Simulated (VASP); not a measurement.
# Na (Fd-3m) in VASP: notebook

The runs below take Na through single point, with RPBE.

All numbers are computed with VASP 6.6.1; they aren't measurements. Logs are shortened: lines on timing, memory, paths and dates and some standing lists are left out, and cuts for length are marked.

## 1. The cell of the first run

Symmetry: Fd-3m, No. 227, cubic system. The conventional cell has a = 7.663 Å, b = 7.663 Å, c = 7.663 Å, α = 90.00°, β = 90.00°, γ = 90.00°. Na (site symmetry -43m) has 4 Na at 3.32 Å within 4.4 Å.

This isn't the form of Na at room conditions, which is bcc.

## 2. Single point, RPBE (56.24 Å³/atom)

Contents of INCAR:

```
PREC = Accurate
ENCUT = 500
EDIFF = 1E-6
ISMEAR = -1
SIGMA = 0.1
LREAL = F
LASPH = T
NELM = 120
ALGO = Normal
ISIF = 2
LWAVE = F
LCHARG = F
GGA = RP
NBANDS = 14
GGA_COMPAT = F
```

Contents of KPOINTS:

```
Automatic mesh
0
Gamma
  8 8 8
```

Contents of POSCAR:

```
Na
1.0
    0.0000000000      3.8313653406      3.8313653406
    3.8313653406      0.0000000000      3.8313653406
    3.8313653406      3.8313653406      0.0000000000
Na
2
Direct
    0.1250000000      0.1250000000      0.1250000000
    0.8750000000      0.8750000000      0.8750000000
```

Potentials or basis: VASP PAW PBE potentials, release 64 (Na_pv).

Launch:

```console
> cat potpaw_PBE.64/Na_pv/POTCAR > POTCAR
> mpirun -np 1 vasp_std > vasp.out
```

OUTCAR:

```text
PREC = Accurate
   ENCUT = 500
   EDIFF = 1E-6
   ISMEAR = -1
   LREAL = F
   LASPH = T
   NELM = 120
   ISIF = 2
   GGA = RP

 ion  position               nearest neighbor table
   1  0.125  0.125  0.125-
   2  0.875  0.875  0.875-

  LATTYP: Found a face centered cubic cell.
 ALAT       =     7.6627306812

  Lattice vectors:

 A1 = (   0.0000000000,   3.8313653406,   3.8313653406)
 A2 = (   3.8313653406,   0.0000000000,   3.8313653406)
 A3 = (   3.8313653406,   3.8313653406,   0.0000000000)

Analysis of symmetry for initial positions (statically):
=====================================================================
 Subroutine PRICEL returns:
 Original cell was already a primitive cell.

 Routine SETGRP: Setting up the symmetry group for a
 face centered cubic supercell.

 Subroutine GETGRP returns: Found 48 space group operations
 (whereof 12 operations were pure point group operations)
 out of a pool of 48 trial point group operations.

The static configuration has the point symmetry D_3d.
 The point group associated with its full space group is O_h .

Analysis of symmetry for dynamics (positions and initial velocities):
=====================================================================
 Subroutine PRICEL returns:
 Original cell was already a primitive cell.

 Routine SETGRP: Setting up the symmetry group for a
 face centered cubic supercell.

 Subroutine GETGRP returns: Found 48 space group operations
 (whereof 12 operations were pure point group operations)
 out of a pool of 48 trial point group operations.

The dynamic configuration has the point symmetry D_3d.
 The point group associated with its full space group is O_h .

 Subroutine INISYM returns: Found 48 space group operations
 (whereof 12 operations are pure point group operations),
 and found     1 'primitive' translations

----------------------------------------------------------------------------------------

                                     Primitive cell

  volume of cell :     112.4840

  direct lattice vectors                    reciprocal lattice vectors
     0.000000000  3.831365341  3.831365341    -0.130501781  0.130501781  0.130501781
     3.831365341  0.000000000  3.831365341     0.130501781 -0.130501781  0.130501781
     3.831365341  3.831365341  0.000000000     0.130501781  0.130501781 -0.130501781

  length of vectors
     5.418368827  5.418368827  5.418368827     0.226035715  0.226035715  0.226035715

  position of ions in fractional coordinates (direct lattice)
     0.125000000  0.125000000  0.125000000
     0.875000000  0.875000000  0.875000000

  ion indices of the primitive-cell ions
   primitive index   ion index
                 1           1
                 2           2

----------------------------------------------------------------------------------------

 KPOINTS: Automatic mesh

Automatic generation of k-mesh.
 Grid dimensions read from file:
 generate k-points for:    8    8    8

 Generating k-lattice:

  Cartesian coordinates                     Fractional coordinates (reciprocal lattice)
    -0.016312723  0.016312723  0.016312723     0.125000000  0.000000000  0.000000000
     0.016312723 -0.016312723  0.016312723     0.000000000  0.125000000  0.000000000
     0.016312723  0.016312723 -0.016312723     0.000000000  0.000000000  0.125000000

  Length of vectors
     0.028254464  0.028254464  0.028254464

  Shift w.r.t. Gamma in fractional coordinates (k-lattice)
     0.000000000  0.000000000  0.000000000

 Subroutine IBZKPT returns following result:
 ===========================================

 Found     29 irreducible k-points:

 Following reciprocal coordinates:
            Coordinates               Weight
  0.000000  0.000000  0.000000      1.000000
  0.125000  0.000000  0.000000      8.000000
  0.250000  0.000000  0.000000      8.000000
  0.375000  0.000000  0.000000      8.000000
  0.500000  0.000000  0.000000      4.000000
  0.125000  0.125000  0.000000      6.000000
[... 16 lines left out ...]
  0.500000  0.250000  0.125000     48.000000
 -0.375000  0.250000  0.125000     24.000000
 [... further k-points ...]
   k-points           NKPTS =     29   k-points in BZ     NKDIM =     29   number of bands    NBANDS=     14
   number of dos      NEDOS =    301   number of ions     NIONS =      2
   total plane-waves  NPLWV =  64000
   dimension x,y,z NGX =    40 NGY =   40 NGZ =   40
   dimension x,y,z NGXF=    80 NGYF=   80 NGZF=   80
   ions per type =               2
   NGX,Y,Z   is equivalent  to a cutoff of  12.27, 12.27, 12.27 a.u.
   NGXF,Y,Z  is equivalent  to a cutoff of  24.55, 24.55, 24.55 a.u.
 SYSTEM =  unknown system
   PREC   = accura    normal or accurate (medium, high low for compatibility)
   ISTART =      0    job   : 0-new  1-cont  2-samecut
   ICHARG =      2    charge: 1-file 2-atom 10-const
   ISPIN  =      1    spin polarized calculation?
   LNONCOLLINEAR =      F non collinear calculations
   LSORBIT =      F    spin-orbit coupling
   LASPH  =      T    aspherical Exc in radial PAW
   ENCUT  =  500.0 eV  36.75 Ry    6.06 a.u.   9.88  9.88  9.88*2*pi/ulx,y,z
   NELM   =    120;   NELMIN=  2; NELMDL= -5     # of ELM steps
   EDIFF  = 0.1E-05   stopping-criterion for ELM
   LREAL  =      F    real-space projection
   EDIFFG = 0.1E-04   stopping-criterion for IOM
   NSW    =      0    number of steps for IOM
   IBRION =     -1    ionic relax: 0-MD 1-quasi-New 2-CG
   NFREE  =      0    steps in history (QN), initial steepest desc. (CG)
   ISIF   =      2    stress and relaxation
   ISYM   =      2    0-nonsym 1-usesym 2-fastsym
   POTIM  = 0.5000    time-step for ionic-motion
   TEBEG  =    0.0;   TEEND  =   0.0 temperature during run
   PSTRESS=    0.0 pullay stress
   NELECT =      14.0000    total number of electrons
   NUPDOWN=      -1.0000    fix difference up-down
   EMIN   =  10.00;   EMAX   =-10.00  energy-range for DOS
   EFERMI =   0.00;   METHOD = LEGACY
   ISMEAR =    -1;   SIGMA  =   0.10  broadening in eV -4-tet -1-fermi 0-gaus
   EFERMI_NEDOS =   21; number of points for ismear=-14 and -15
   IALGO  =     38    algorithm
   IMIX   =      4    mixing-type and parameters
     AMIX     =   0.40;   BMIX     =  1.00
     AMIX_MAG =   1.60;   BMIX_MAG =  1.00
  volume/ion in A,a.u.               =      56.24       379.54
  Fermi-wavevector in a.u.,A,eV,Ry     =   0.817374  1.544612  9.090047  0.668100
  Thomas-Fermi vector in A             =   1.927810
   LORBIT       =      0    0 simple, 1 ext, 2 COOP (PROOUT), +10 PAW based schemes
   GGA     = RP    functional components
   LHFCALC =     F    Hartree Fock is set to
   AEXX    =    0.0000 exact exchange contribution
   IVDW    =     0    specifies the selected vdW correction
   LEPSILON=     F    determine dielectric tensor
   LRPA    =     F    only Hartree local field effects (RPA)
 non-spin polarized calculation
  energy-cutoff  :      500.00
  volume of cell :      112.48
 maximum number of plane-waves:      2884
   NGX = 19   NGY = 19   NGZ = 19

 number of electron      13.9999991 magnetization

 Free energy of the ion-electron system (eV)
  ---------------------------------------------------
  ext. energy  EPLUGINS =         0.00000000
  ---------------------------------------------------
  free energy    TOTEN  =        -1.74886838 eV

  energy without entropy =       -1.71256970  energy(sigma->0) =       -1.73071904

 E-fermi :  -0.5830     XC(G=0):  -5.3430

 val. band max:       -0.6062348155   @ k =   0.5000   0.1250   0.0000
 cond. band min:      -0.5771657337   @ k =  -0.3750   0.2500   0.1250
 fundamental gap:      0.0290690819
 Fermi energy:        -0.5830213463

 k-point     1 :       0.0000    0.0000    0.0000
  band No.  band energies     occupation
      1     -26.0256      2.00000
      2     -26.0256      2.00000
      3     -26.0256      2.00000
      4     -25.9955      2.00000
      5     -25.9955      2.00000
      6     -25.9955      2.00000
      7      -3.0629      2.00000
      8       3.9271      0.00000
      9       3.9271      0.00000
     10       3.9271      0.00000
     11       4.2351      0.00000
     12       4.2351      0.00000
     13       4.2351      0.00000
     14       5.8737      0.00000

 k-point     2 :       0.1250    0.0000    0.0000
  band No.  band energies     occupation
      1     -26.0261      2.00000
      2     -26.0260      2.00000
      3     -26.0254      2.00000
      4     -25.9957      2.00000
      5     -25.9950      2.00000
      6     -25.9950      2.00000
      7      -2.9417      2.00000
      8       2.6653      0.00000
      9       3.5823      0.00000
     10       3.5823      0.00000
     11       4.5250      0.00000
     12       4.7174      0.00000
     13       4.7174      0.00000
     14       5.7080      0.00000

 k-point     3 :       0.2500    0.0000    0.0000
  band No.  band energies     occupation
      1     -26.0272      2.00000
      2     -26.0272      2.00000
      3     -26.0250      2.00000
      4     -25.9964      2.00000
      5     -25.9939      2.00000
      6     -25.9939      2.00000
      7      -2.5803      2.00000
      8       1.2307      0.00000
      9       3.3109      0.00000
     10       3.3109      0.00000
     11       4.3832      0.00000
     12       4.6402      0.00000
     13       4.6402      0.00000
     14       5.7698      0.00000

 k-point     4 :       0.3750    0.0000    0.0000
  band No.  band energies     occupation
      1     -26.0282      2.00000
      2     -26.0282      2.00000
      3     -26.0246      2.00000
      4     -25.9970      2.00000
      5     -25.9929      2.00000
      6     -25.9929      2.00000
      7      -1.9896      2.00000
      8      -0.0261      0.00760
      9       3.2122      0.00000
     10       3.2123      0.00000
     11       4.1429      0.00000
     12       4.1429      0.00000
     13       4.3321      0.00000
     14       5.2186      0.00000

 k-point     5 :       0.5000    0.0000    0.0000
  band No.  band energies     occupation
      1     -26.0287      2.00000
      2     -26.0287      2.00000
      3     -26.0245      2.00000
      4     -25.9973      2.00000
      5     -25.9925      2.00000
      6     -25.9925      2.00000
      7      -1.3637      1.99919
      8      -0.8762      1.89875
      9       3.2096      0.00000
     10       3.2096      0.00000
     11       3.9344      0.00000
[... 276 lines left out ...]
 k-point    22 :       0.3750    0.2500    0.1250
  band No.  band energies     occupation
      1     -26.0296      2.00000
      2     -26.0284      2.00000
      3     -26.0216      2.00000
      4     -25.9998      2.00000
      5     -25.9927      2.00000
      6     -25.9916      2.00000
      7      -2.2600      2.00000
      8       1.4721      0.00000
      9       1.5597      0.00000
     10       2.7173      0.00000
     11       4.0520      0.00000
     12       4.0966      0.00000
     13       5.2460      0.00000
     14       6.2924      0.00000

 k-point    23 :       0.5000    0.2500    0.1250
  band No.  band energies     occupation
      1     -26.0309      2.00000
      2     -26.0294      2.00000
      3     -26.0198      2.00000
      4     -26.0017      2.00000
      5     -25.9918      2.00000
      6     -25.9904      2.00000
      7      -1.6717      1.99996
      8       0.2729      0.00038
      9       1.4581      0.00000
     10       2.1417      0.00000
     11       4.0052      0.00000
     12       4.6260      0.00000
     13       5.2405      0.00000
     14       6.3990      0.00000

 k-point    24 :      -0.3750    0.2500    0.1250
  band No.  band energies     occupation
      1     -26.0314      2.00000
      2     -26.0298      2.00000
      3     -26.0189      2.00000
      4     -26.0027      2.00000
      5     -25.9914      2.00000
      6     -25.9900      2.00000
      7      -1.0426      1.98000
      8      -0.5772      0.97073
      9       1.5181      0.00000
     10       1.8615      0.00000
     11       4.0653      0.00000
     12       4.3755      0.00000
     13       6.1531      0.00000
     14       6.6981      0.00000

 [... further k-points ...]
[... 5 lines left out ...]
  --------------------------------------------------------------------------------------
  -------------------------------------------------------------------------------------
  Total        0.0675069      0.0675069      0.0675069      0.0000000      0.0000000      0.0000000
  in kB        0.9615414      0.9615414      0.9615414      0.0000000      0.0000000      0.0000000
  external PRESSURE =       0.9615414 kB  Pullay stress =       0.0000000 kB

 VOLUME and BASIS-vectors are now :
 -----------------------------------------------------------------------------
  energy-cutoff  :      500.00
  volume of cell :      112.48
      direct lattice vectors                 reciprocal lattice vectors
     0.000000000  3.831365341  3.831365341    -0.130501781  0.130501781  0.130501781
     3.831365341  0.000000000  3.831365341     0.130501781 -0.130501781  0.130501781
     3.831365341  3.831365341  0.000000000     0.130501781  0.130501781 -0.130501781

 POSITION                                       TOTAL-FORCE (eV/Angst)
 -----------------------------------------------------------------------------------
      0.95784      0.95784      0.95784        -0.000000     -0.000000     -0.000000
      6.70489      6.70489      6.70489         0.000000      0.000000      0.000000
 -----------------------------------------------------------------------------------
    total drift:                                0.000000      0.000000     -0.000000

  FREE ENERGIE OF THE ION-ELECTRON SYSTEM (eV)
  ---------------------------------------------------
  free  energy   TOTEN  =        -1.7488683796 eV

  energy  without entropy=       -1.7125696970  energy(sigma->0) =       -1.73071904
```

It took 44 s on 1 thread of Intel Xeon 8259CL, shared host; peak memory 0.23 GiB.

Results:

* Free energy: -1.7489 eV
* Pressure: 0.1 GPa
* Band gap on the k mesh: zero (bands 7 and 8 overlap by 0.73 eV)

Caveat: the PAW data sets were made with another functional, which shifts forces and pressure a little.

## 3. Single point, RPBE (58.59 Å³/atom)

This run uses another cell than the first one, of 58.59 Å³/atom.

Contents of INCAR:

```
PREC = Accurate
ENCUT = 500
EDIFF = 1E-6
ISMEAR = -1
SIGMA = 0.1
LREAL = False
LASPH = True
NELM = 120
ALGO = Normal
ISIF = 2
LWAVE = False
LCHARG = False
GGA = RP
NBANDS = 14
GGA_COMPAT = False
```

Contents of KPOINTS:

```
regular mesh
0
Gamma
  8 8 8
```

Contents of POSCAR:

```
Na
1.0
    0.0000000000      3.8838563201      3.8838563201
    3.8838563201      0.0000000000      3.8838563201
    3.8838563201      3.8838563201      0.0000000000
Na
2
Direct
    0.1250000000      0.1250000000      0.1250000000
    0.8750000000      0.8750000000      0.8750000000
```

Potentials or basis: VASP PAW PBE potentials, release 64 (Na_pv).

Launch:

```console
> cat potpaw_PBE.64/Na_pv/POTCAR > POTCAR
> mpirun -np 1 vasp_std > vasp.out
```

OUTCAR:

```text
PREC = Accurate
   ENCUT = 500
   EDIFF = 1E-6
   ISMEAR = -1
   LREAL = False
   LASPH = True
   NELM = 120
   ISIF = 2
   GGA = RP

 ion  position               nearest neighbor table
   1  0.125  0.125  0.125-
   2  0.875  0.875  0.875-

  LATTYP: Found a face centered cubic cell.
 ALAT       =     7.7677126402

  Lattice vectors:

 A1 = (   0.0000000000,   3.8838563201,   3.8838563201)
 A2 = (   3.8838563201,   0.0000000000,   3.8838563201)
[... 582 lines left out ...]
      6     -26.0770      2.00000
      7      -1.1299      1.98153
      8      -0.6383      0.88018
      9       1.3721      0.00000
     10       1.7391      0.00000
     11       3.8784      0.00000
     12       4.1814      0.00000
     13       5.9089      0.00000
     14       6.4465      0.00000

 [... further k-points ...]
[... 5 lines left out ...]
  --------------------------------------------------------------------------------------
  -------------------------------------------------------------------------------------
  Total       -0.0081744     -0.0081744     -0.0081744      0.0000000      0.0000000      0.0000000
  in kB       -0.1117750     -0.1117750     -0.1117750      0.0000000      0.0000000      0.0000000
  external PRESSURE =      -0.1117750 kB  Pullay stress =       0.0000000 kB

 VOLUME and BASIS-vectors are now :
 -----------------------------------------------------------------------------
  energy-cutoff  :      500.00
  volume of cell :      117.17
      direct lattice vectors                 reciprocal lattice vectors
     0.000000000  3.883856320  3.883856320    -0.128738027  0.128738027  0.128738027
     3.883856320  0.000000000  3.883856320     0.128738027 -0.128738027  0.128738027
     3.883856320  3.883856320  0.000000000     0.128738027  0.128738027 -0.128738027

 POSITION                                       TOTAL-FORCE (eV/Angst)
 -----------------------------------------------------------------------------------
      0.97096      0.97096      0.97096        -0.000000     -0.000000     -0.000000
      6.79675      6.79675      6.79675         0.000000      0.000000      0.000000
 -----------------------------------------------------------------------------------
    total drift:                                0.000000      0.000000     -0.000000

  FREE ENERGIE OF THE ION-ELECTRON SYSTEM (eV)
  ---------------------------------------------------
  free  energy   TOTEN  =        -1.7508330676 eV

  energy  without entropy=       -1.7139105495  energy(sigma->0) =       -1.73237181
```

OSZICAR:

```text
N       E                     dE             d eps       ncg     rms          rms(c)
DAV:   1     0.856837428028E+02    0.85684E+02   -0.72067E+03   852   0.825E+02
DAV:   2     0.168336294224E+01   -0.84000E+02   -0.83503E+02   848   0.237E+02
DAV:   3    -0.169935494166E+01   -0.33827E+01   -0.33784E+01  1052   0.575E+01
DAV:   4    -0.175170628206E+01   -0.52351E-01   -0.52350E-01   926   0.772E+00
DAV:   5    -0.175302546352E+01   -0.13192E-02   -0.13192E-02  1064   0.127E+00    0.223E-01
DAV:   6    -0.175195568988E+01    0.10698E-02   -0.10076E-03   944   0.387E-01    0.145E-01
DAV:   7    -0.175078462130E+01    0.11711E-02   -0.21202E-03   968   0.398E-01    0.219E-02
DAV:   8    -0.175081219169E+01   -0.27570E-04   -0.13213E-04   998   0.117E-01    0.698E-03
DAV:   9    -0.175083357770E+01   -0.21386E-04   -0.29039E-05   944   0.375E-02    0.378E-03
DAV:  10    -0.175083306755E+01    0.51015E-06   -0.26260E-06  1010   0.252E-02
   1 F= -.17508331E+01 E0= -.17323718E+01  d E =-.369225E-01
```

stdout:

```text
POSCAR found type information on POSCAR Na
 POSCAR found :  1 types and       2 ions
 scaLAPACK will be used
 -----------------------------------------------------------------------------
|                                                                             |
|                                                                             |
|     You enforced a specific xc type in the INCAR file but a different       |
|     I HOPE YOU KNOW WHAT YOU ARE DOING!                                     |
|                                                                             |
 -----------------------------------------------------------------------------

 LDA part: xc-table for (Slater+PW92), standard interpolation
 POSCAR, INCAR and KPOINTS ok, starting setup
 FFT: planning ... GRIDC
 FFT: planning ... GRID_SOFT
 FFT: planning ... GRID
 WAVECAR not read
 entering main loop
```

Wall time 44 s (1 thread of Intel Xeon 8259CL, shared host); peak memory 0.23 GiB.

What came out:

```
Free energy            : -1.7508 eV
Pressure               : 0.0 GPa
Band gap on the k mesh : zero (bands 7 and 8 overlap by 0.66 eV)
```

Caveat: the PAW data sets were made with another functional, which shifts forces and pressure a little.

[end of part 1 of 2]
